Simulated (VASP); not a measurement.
W, 1 atom in the cell. Symmetry: Im-3m, No. 229, cubic system. Conventional cell: a = 3.169 Å, b = 3.169 Å, c = 3.169 Å, α = 90.00°, β = 90.00°, γ = 90.00°. W (site symmetry m-3m) has 14 W at 2.74 to 3.17 Å within 3.6 Å. 

| Item | Value |
| --- | --- |
| Program | VASP 6.6.1 |
| Task | single point |
| Functional | r2SCAN |
| Potentials or basis | VASP PAW PBE potentials, release 64 (W_sv) |
| Cutoff | 520 eV |
| k mesh | 15 × 15 × 15 |
| Occupations | fermi-dirac, width 0.1 eV |
| Spin | no spin polarisation |
| Dipole correction | no |
| Further INCAR settings | ALGO = Normal; EDIFF = 1e-06; NBANDS = 13 |

Potentials or basis: VASP PAW PBE potentials, release 64 (W_sv).

Run with:

```bash
$ cat potpaw_PBE.64/W_sv/POTCAR > POTCAR
$ cp INCAR.step1 INCAR
$ mpirun -np 1 vasp_std > vasp.out
$ cp INCAR.step2 INCAR
$ mpirun -np 1 vasp_std > vasp.out
```

Hardware: 1 thread of Intel Xeon 8259CL (shared host).

Question: Estimate the wall time of this run.

Answer: Run time: 89 s on 1 thread of Intel Xeon 8259CL (shared host), peak memory 0.14 GiB. Counts: k points 120.
